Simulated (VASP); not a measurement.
# NaI (Fm-3m) in VASP: settings compared, part 2 of 2

VASP 6.6.1. The steps go on from the part before.

## (3) Single point, PBEsol+D3(BJ)

Contents of INCAR:

```
SYSTEM = NaI
PREC = Accurate
ENCUT = 520
EDIFF = 1E-6
ISMEAR = 0
SIGMA = 0.01
LREAL = .False.
LASPH = .True.
NELM = 100
ALGO = Normal
ISIF = 2
LWAVE = .False.
LCHARG = .True.
GGA = PS
IVDW = 12
LELF = .True.
LVHAR = .True.
NBANDS = 14
```

Contents of KPOINTS:

```
Automatic mesh
0
Gamma
  6 6 6
  0 0 0
```

Contents of POSCAR:

```
NaI
1.0
    0.0000000000      3.1802562392      3.1802562392
    3.1802562392      0.0000000000      3.1802562392
    3.1802562392      3.1802562392      0.0000000000
Na I
1 1
Direct
    0.0000000000      0.0000000000      0.0000000000
    0.5000000000      0.5000000000      0.5000000000
```

Potentials or basis: VASP PAW PBE potentials, release 64 (Na_pv, I).

Launch:

```sh
> cat potpaw_PBE.64/Na_pv/POTCAR potpaw_PBE.64/I/POTCAR > POTCAR
> mpirun -np 1 vasp_std > vasp.out
```

OUTCAR:

```text
SYSTEM = NaI
   PREC = Accurate
   ENCUT = 520
   EDIFF = 1E-6
   ISMEAR = 0
   LREAL = .False.
   LASPH = .True.
   NELM = 100
   ISIF = 2
   GGA = PS
   IVDW = 12
 IVDW          = 12

 ion  position               nearest neighbor table
   1  0.000  0.000  0.000-   2 3.18   2 3.18   2 3.18   2 3.18   2 3.18   2 3.18
   2  0.500  0.500  0.500-   1 3.18   1 3.18   1 3.18   1 3.18   1 3.18   1 3.18

  LATTYP: Found a face centered cubic cell.
 ALAT       =     6.3605124784

  Lattice vectors:

 A1 = (   0.0000000000,   3.1802562392,   3.1802562392)
 A2 = (   3.1802562392,   0.0000000000,   3.1802562392)
 A3 = (   3.1802562392,   3.1802562392,   0.0000000000)

Analysis of symmetry for initial positions (statically):
=====================================================================
 Subroutine PRICEL returns:
 Original cell was already a primitive cell.

 Routine SETGRP: Setting up the symmetry group for a
 face centered cubic supercell.

 Subroutine GETGRP returns: Found 48 space group operations
[... 9 lines left out ...]

 Routine SETGRP: Setting up the symmetry group for a
 face centered cubic supercell.

 Subroutine GETGRP returns: Found 48 space group operations
[... 11 lines left out ...]
                                     Primitive cell

  volume of cell :      64.3304

  direct lattice vectors                    reciprocal lattice vectors
     0.000000000  3.180256239  3.180256239    -0.157220036  0.157220036  0.157220036
     3.180256239  0.000000000  3.180256239     0.157220036 -0.157220036  0.157220036
     3.180256239  3.180256239  0.000000000     0.157220036  0.157220036 -0.157220036

  length of vectors
     4.497561505  4.497561505  4.497561505     0.272313090  0.272313090  0.272313090

  position of ions in fractional coordinates (direct lattice)
     0.000000000  0.000000000  0.000000000
     0.500000000  0.500000000  0.500000000

  ion indices of the primitive-cell ions
   primitive index   ion index
                 1           1
                 2           2

----------------------------------------------------------------------------------------

 KPOINTS: Automatic mesh

Automatic generation of k-mesh.
 Grid dimensions read from file:
 generate k-points for:    6    6    6

 Generating k-lattice:

  Cartesian coordinates                     Fractional coordinates (reciprocal lattice)
    -0.026203339  0.026203339  0.026203339     0.166666667  0.000000000  0.000000000
     0.026203339 -0.026203339  0.026203339     0.000000000  0.166666667  0.000000000
     0.026203339  0.026203339 -0.026203339     0.000000000  0.000000000  0.166666667

  Length of vectors
     0.045385515  0.045385515  0.045385515

  Shift w.r.t. Gamma in fractional coordinates (k-lattice)
     0.000000000  0.000000000  0.000000000

 Subroutine IBZKPT returns following result:
 ===========================================

 Found     16 irreducible k-points:

 Following reciprocal coordinates:
            Coordinates               Weight
  0.000000  0.000000  0.000000      1.000000
  0.166667  0.000000  0.000000      8.000000
  0.333333  0.000000  0.000000      8.000000
  0.500000  0.000000  0.000000      4.000000
  0.166667  0.166667  0.000000      6.000000
  0.333333  0.166667  0.000000     24.000000
[... 8 lines left out ...]
 -0.333333  0.333333  0.166667     24.000000
 -0.333333  0.500000  0.166667     12.000000
   k-points           NKPTS =     16   k-points in BZ     NKDIM =     16   number of bands    NBANDS=     14
   number of dos      NEDOS =    301   number of ions     NIONS =      2
   total plane-waves  NPLWV =  46656
   dimension x,y,z NGX =    36 NGY =   36 NGZ =   36
   dimension x,y,z NGXF=    72 NGYF=   72 NGZF=   72
   ions per type =               1   1
   NGX,Y,Z   is equivalent  to a cutoff of  13.31, 13.31, 13.31 a.u.
   NGXF,Y,Z  is equivalent  to a cutoff of  26.61, 26.61, 26.61 a.u.
 SYSTEM =  NaI
   PREC   = accura    normal or accurate (medium, high low for compatibility)
   ISTART =      0    job   : 0-new  1-cont  2-samecut
   ICHARG =      2    charge: 1-file 2-atom 10-const
   ISPIN  =      1    spin polarized calculation?
   LNONCOLLINEAR =      F non collinear calculations
   LSORBIT =      F    spin-orbit coupling
   LASPH  =      T    aspherical Exc in radial PAW
   ENCUT  =  520.0 eV  38.22 Ry    6.18 a.u.   8.36  8.36  8.36*2*pi/ulx,y,z
   NELM   =    100;   NELMIN=  2; NELMDL= -5     # of ELM steps
   EDIFF  = 0.1E-05   stopping-criterion for ELM
   LREAL  =      F    real-space projection
   EDIFFG = 0.1E-04   stopping-criterion for IOM
   NSW    =      0    number of steps for IOM
   IBRION =     -1    ionic relax: 0-MD 1-quasi-New 2-CG
   NFREE  =      0    steps in history (QN), initial steepest desc. (CG)
   ISIF   =      2    stress and relaxation
   ISYM   =      2    0-nonsym 1-usesym 2-fastsym
   POTIM  = 0.5000    time-step for ionic-motion
   TEBEG  =    0.0;   TEEND  =   0.0 temperature during run
   PSTRESS=    0.0 pullay stress
   NELECT =      14.0000    total number of electrons
   NUPDOWN=      -1.0000    fix difference up-down
   EMIN   =  10.00;   EMAX   =-10.00  energy-range for DOS
   EFERMI =   0.00;   METHOD = LEGACY
   ISMEAR =     0;   SIGMA  =   0.01  broadening in eV -4-tet -1-fermi 0-gaus
   EFERMI_NEDOS =   21; number of points for ismear=-14 and -15
   IALGO  =     38    algorithm
   IMIX   =      4    mixing-type and parameters
     AMIX     =   0.40;   BMIX     =  1.00
     AMIX_MAG =   1.60;   BMIX_MAG =  1.00
  volume/ion in A,a.u.               =      32.17       217.06
  Fermi-wavevector in a.u.,A,eV,Ry     =   0.984718  1.860848 13.193166  0.969670
  Thomas-Fermi vector in A             =   2.115972
   LORBIT       =      0    0 simple, 1 ext, 2 COOP (PROOUT), +10 PAW based schemes
   GGA     = PS    functional components
   LHFCALC =     F    Hartree Fock is set to
   AEXX    =    0.0000 exact exchange contribution
   IVDW    =    12    specifies the selected vdW correction
   LEPSILON=     F    determine dielectric tensor
   LRPA    =     F    only Hartree local field effects (RPA)
 non-spin polarized calculation
 Gauss-broadening in eV      SIGMA  =   0.01
  energy-cutoff  :      520.00
  volume of cell :       64.33
 maximum number of plane-waves:      1759
 NGX is ok and might be reduce to    36
   NGX = 17   NGY = 17   NGZ = 17

 number of electron      14.0000003 magnetization

 Free energy of the ion-electron system (eV)
  ---------------------------------------------------
  ext. energy  EPLUGINS =         0.00000000
  ---------------------------------------------------
  free energy    TOTEN  =        -5.66785979 eV

  energy without entropy =       -5.66785979  energy(sigma->0) =       -5.66785979

 E-fermi :   1.1536     XC(G=0):  -8.0609

 val. band max:        1.0932638791   @ k =   0.0000   0.0000   0.0000
 cond. band min:       4.7377677657   @ k =   0.0000   0.0000   0.0000
 fundamental gap:      3.6445038866
 Fermi energy:         1.1535788599

 k-point     1 :       0.0000    0.0000    0.0000
  band No.  band energies     occupation
      1     -21.0986      2.00000
      2     -21.0985      2.00000
      3     -21.0985      2.00000
      4     -10.1066      2.00000
      5       1.0933      2.00000
      6       1.0933      2.00000
      7       1.0933      2.00000
      8       4.7378      0.00000
      9       8.9352      0.00000
     10       8.9352      0.00000
     11       8.9352      0.00000
     12      10.8944      0.00000
     13      10.8944      0.00000
     14      11.3617      0.00000

 k-point     2 :       0.1667    0.0000    0.0000
  band No.  band energies     occupation
      1     -21.1004      2.00000
      2     -21.0987      2.00000
      3     -21.0987      2.00000
      4     -10.0199      2.00000
      5       0.2741      2.00000
      6       1.0072      2.00000
      7       1.0072      2.00000
      8       5.5877      0.00000
      9       8.4507      0.00000
     10       9.1530      0.00000
[... 226 lines left out ...]
 k-point    16 :      -0.3333    0.5000    0.1667
  band No.  band energies     occupation
      1     -21.1032      2.00000
      2     -21.1016      2.00000
      3     -21.1010      2.00000
      4      -9.6385      2.00000
      5      -0.7706      2.00000
      6      -0.1461      2.00000
      7       0.1002      2.00000
      8       6.4879      0.00000
      9       7.4483      0.00000
     10       9.6988      0.00000
     11       9.8007      0.00000
     12      12.9033      0.00000
     13      13.7218      0.00000
     14      13.9842      0.00000

------------------------ aborting loop because EDIFF is reached ----------------------------------------

 Edisp (eV)   -0.51648

 E8    (eV) :    -0.3536

  FORCE on cell =-STRESS in cart. coord.  units (eV):
  Direction    XX          YY          ZZ          XY          YZ          ZX
  --------------------------------------------------------------------------------------
  -------------------------------------------------------------------------------------
  Total      -0.35244    -0.35244    -0.35244     0.00000     0.00000    -0.00000
  in kB      -8.77773    -8.77773    -8.77773     0.00000     0.00000    -0.00000
  external pressure =       -8.78 kB  Pullay stress =        0.00 kB

 VOLUME and BASIS-vectors are now :
 -----------------------------------------------------------------------------
  energy-cutoff  :      520.00
  volume of cell :       64.33
      direct lattice vectors                 reciprocal lattice vectors
     0.000000000  3.180256239  3.180256239    -0.157220036  0.157220036  0.157220036
     3.180256239  0.000000000  3.180256239     0.157220036 -0.157220036  0.157220036
     3.180256239  3.180256239  0.000000000     0.157220036  0.157220036 -0.157220036

 POSITION                                       TOTAL-FORCE (eV/Angst)
 -----------------------------------------------------------------------------------
      0.00000      0.00000      0.00000        -0.000000     -0.000000      0.000000
      3.18026      3.18026      3.18026         0.000000      0.000000     -0.000000
 -----------------------------------------------------------------------------------
    total drift:                                0.000000      0.000000      0.000000

  FREE ENERGIE OF THE ION-ELECTRON SYSTEM (eV)
  ---------------------------------------------------
  free  energy   TOTEN  =        -6.1843439419 eV

  energy  without entropy=       -6.1843439419  energy(sigma->0) =       -6.18434394
```

OSZICAR:

```text
N       E                     dE             d eps       ncg     rms          rms(c)
DAV:   1     0.801082627192E+02    0.80108E+02   -0.65930E+03   448   0.920E+02
DAV:   2     0.486693049493E+00   -0.79622E+02   -0.74618E+02   472   0.216E+02
DAV:   3    -0.558066247345E+01   -0.60674E+01   -0.60313E+01   574   0.599E+01
DAV:   4    -0.572951583779E+01   -0.14885E+00   -0.14883E+00   588   0.934E+00
DAV:   5    -0.573222925898E+01   -0.27134E-02   -0.27133E-02   598   0.118E+00    0.145E+00
DAV:   6    -0.567672362767E+01    0.55506E-01   -0.60179E-02   556   0.191E+00    0.949E-01
DAV:   7    -0.566703512751E+01    0.96885E-02   -0.50112E-02   556   0.141E+00    0.524E-01
DAV:   8    -0.566788742368E+01   -0.85230E-03   -0.32274E-03   550   0.556E-01    0.891E-02
DAV:   9    -0.566785445266E+01    0.32971E-04   -0.12359E-04   556   0.127E-01    0.192E-02
DAV:  10    -0.566785938257E+01   -0.49299E-05   -0.17529E-05   562   0.473E-02    0.589E-03
DAV:  11    -0.566785979404E+01   -0.41147E-06   -0.22753E-06   562   0.154E-02
   1 F= -.61843439E+01 E0= -.61843439E+01  d E =-.124358E-19
```

Run time: 12 s. Hardware: 1 thread of AMD EPYC 9R14 (Zen 4), shared host; peak memory 0.18 GiB.

Results:

```
Free energy                : -6.1843 eV
Pressure                   : -0.9 GPa
Band gap on the k mesh     : 3.64 eV, direct
Dispersion energy per atom : -0.258 eV
```

Caveat: the PAW data sets were made with another functional, which shifts forces and pressure a little; spin-orbit coupling is left out, which moves the levels of the heavy elements. Expect the measured gap to be larger: semilocal functionals such as PBEsol lack the derivative discontinuity.

## (4) Relaxation of cell and atoms, PBE+D3(BJ)

This run uses another cell than the first one, of 33.90 Å³/atom, 1.054 times its volume.

Contents of INCAR:

```
SYSTEM = NaI
PREC = Accurate ; ENCUT = 600
EDIFF = 1E-6 ; ISMEAR = 0
SIGMA = 0.01 ; LREAL = .FALSE.
LASPH = .TRUE. ; NELM = 60
ALGO = Normal ; ISIF = 3
LWAVE = .FALSE. ; LCHARG = .FALSE.
GGA = PE ; IVDW = 12
IBRION = 2 ; NSW = 60
EDIFFG = -0.02
```

Contents of KPOINTS:

```
regular mesh
0
G
  5 5 5
  0 0 0
```

Contents of POSCAR:

```
NaI
1.0
    0.0000000000      3.2364000000      3.2364000000
    3.2364000000      0.0000000000      3.2364000000
    3.2364000000      3.2364000000      0.0000000000
Na I
1 1
Direct
    0.0000000000      0.0000000000      0.0000000000
    0.5000000000      0.5000000000      0.5000000000
```

Launch:

```sh
> cat potpaw_PBE.64/Na_pv/POTCAR potpaw_PBE.64/I/POTCAR > POTCAR
> mpirun -np 1 vasp_std > vasp.out
```

Wall time 34 s (1 thread of AMD EPYC 9R14 (Zen 4), shared host); peak memory 0.21 GiB.

Results (log left out):

```
Free energy                            : -5.8993 eV
Relaxed volume                         : 32.23 Å³/atom
Relaxed cell                           : a = 4.501 Å, b = 4.501 Å, c = 4.501 Å, α = 60.00°, β = 60.00°, γ = 60.00°
Space group after relaxing (to 0.05 Å) : Fm-3m (No. 225)
Energy gained by relaxing              : 4.8 meV/atom
Ionic steps                            : 5
Pressure after relaxing                : 0.0 GPa
Band gap on the k mesh                 : 3.78 eV, direct
Dispersion energy per atom             : -0.267 eV
```

Step by step:
```tsv
step	energy change (eV)	largest force (eV/Å)	pressure (GPa)	volume (Å³)
1	0.0000	0.0000	-0.85	67.80
2	-0.0073	0.0000	-0.39	66.04
3	-0.0090	0.0000	-0.25	65.26
4	-0.0093	0.0000	0.24	63.70
5	-0.0097	0.0000	-0.02	64.46
```

Final structure:
```cif
data_structure
_symmetry_space_group_name_H-M 'P 1'
_symmetry_Int_Tables_number 1
_cell_length_a 4.5005
_cell_length_b 4.5005
_cell_length_c 4.5005
_cell_angle_alpha 60.000
_cell_angle_beta 60.000
_cell_angle_gamma 60.000
_cell_volume 64.46
loop_
_atom_site_label
_atom_site_type_symbol
_atom_site_fract_x
_atom_site_fract_y
_atom_site_fract_z
_atom_site_occupancy
Na1 Na 0.00000 0.00000 0.00000 1
I1 I 0.50000 0.50000 0.50000 1
```

Levels at points of the mesh, in eV from the valence-band top:
```tsv
k point	band 4	band 5	band 6	band 7	band 8	band 9	band 10	band 11
(0.00, 0.00, 0.00)	-11.15	0.00	0.00	0.00	3.78	7.93	7.93	7.93
```

Caveat: spin-orbit coupling is left out, which moves the levels of the heavy elements. As with any semilocal functional, this PBE gap is likely too small.

## (5) The runs side by side

```tsv
task	level	cell	k mesh	cutoff (eV)	gap on the mesh (eV)	pressure (GPa)
single point	PBE+D3(BJ)	a = 4.498 Å, angles 60.0°, 2 atoms	5 × 5 × 5	520	3.79	0.0
single point	PBEsol+D3(BJ)	a = 4.498 Å, angles 60.0°, 2 atoms	6 × 6 × 6	520	3.64	-0.9
relaxation of cell and atoms	PBE+D3(BJ)	relaxed from a = 4.577 Å, angles 60.0°, 2 atoms	5 × 5 × 5	600	3.78	0.0
```

Alike in all rows: potentials or basis VASP PAW PBE potentials, release 64 (Na_pv, I); no spin polarisation; smearing gaussian 0.01 eV.

Caveats: spin-orbit coupling is left out, which moves the levels of the heavy elements; the PAW data sets were made with another functional, which shifts forces and pressure a little (some runs).

Total energies depend on the potentials used, so only differences within one code and one set of settings carry meaning.
